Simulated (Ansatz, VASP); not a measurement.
# One calculation of BAs, two programs

```
As B
1.0
     3.37140    0.00000    0.00000
     0.00000    3.37140    0.00000
     0.00000    0.00000   25.72772
As B
5 5
Direct
  0.00000 0.50000 0.29151
  0.50000 0.00000 0.38417
  0.00000 0.50000 0.47683
  0.50000 0.00000 0.56950
  0.00000 0.50000 0.66216
  0.50000 0.50000 0.33784
  0.00000 0.00000 0.43050
  0.50000 0.50000 0.52317
  0.00000 0.00000 0.61583
  0.50000 0.50000 0.70849
```

Alike in both runs: task single point; functional PBEsol; k mesh 8 × 8 × 1; occupations gaussian, width 0.05 eV; no spin polarisation.

|  | VASP | Ansatz |
| --- | --- | --- |
| version | VASP 6.6.1 | Ansatz 0.2.0 |
| potentials or method | VASP PAW PBE potentials, release 64 (As, B), cutoff 520 eV | scalar-relativistic, plane waves, PAW |
| valence electrons in the cell | 40 | 90 |

```csv
,VASP,Ansatz,Ansatz less VASP
gap on the k mesh at the Fermi level (eV),none,none,-
rms of the force components (eV/Å),0.363,0.367,+0.0040
```

VASP's potentials were made for PBE, not for PBEsol. A gap of «none» marks a metal or a gap that the smearing closes. VASP's potentials hold 40 valence electrons a cell and Ansatz's 90, so a difference there can come from the potentials and not from the codes. Ansatz's warnings: xc potential rough in thin density.
